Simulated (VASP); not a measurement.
BaS, 2 atoms in the cell. It takes space group Fm-3m (No. 225, cubic). The conventional cell has a = 6.523 Å, b = 6.523 Å, c = 6.523 Å, α = 90.00°, β = 90.00°, γ = 90.00°. Within 4.3 Å of Ba (site symmetry m-3m) lie 6 S at 3.26 Å. S (site symmetry m-3m) has 6 Ba at 3.26 Å within 4.3 Å. 

- Program: VASP 6.6.1
- Task: relaxation of cell and atoms
- Functional: PBE
- Potentials or basis: VASP PAW PBE potentials, release 64 (Ba_sv, S)
- Cutoff: 600 eV
- k mesh: 6 × 6 × 6
- Occupations: fermi-dirac, width 0.02 eV
- Spin: no spin polarisation
- Dipole correction: no
- Further INCAR settings: ALGO = Normal; EDIFF = 1e-06; IBRION = 2; EDIFFG = -0.005; NSW = 80; ISIF = 3

Potentials or basis: VASP PAW PBE potentials, release 64 (Ba_sv, S).

Launch:

```console
$ cat potpaw_PBE.64/Ba_sv/POTCAR potpaw_PBE.64/S/POTCAR > POTCAR
$ mpirun -np 1 vasp_std > vasp.out
```

Hardware: 1 thread of AMD EPYC 7R13, on a shared host.

Problem. Estimate the wall time of this run.

Solution. Run time: 86 s on 1 thread of AMD EPYC 7R13, on a shared host, peak memory 0.21 GiB. Counts: scf iterations 28, k points 16, ion steps 3.
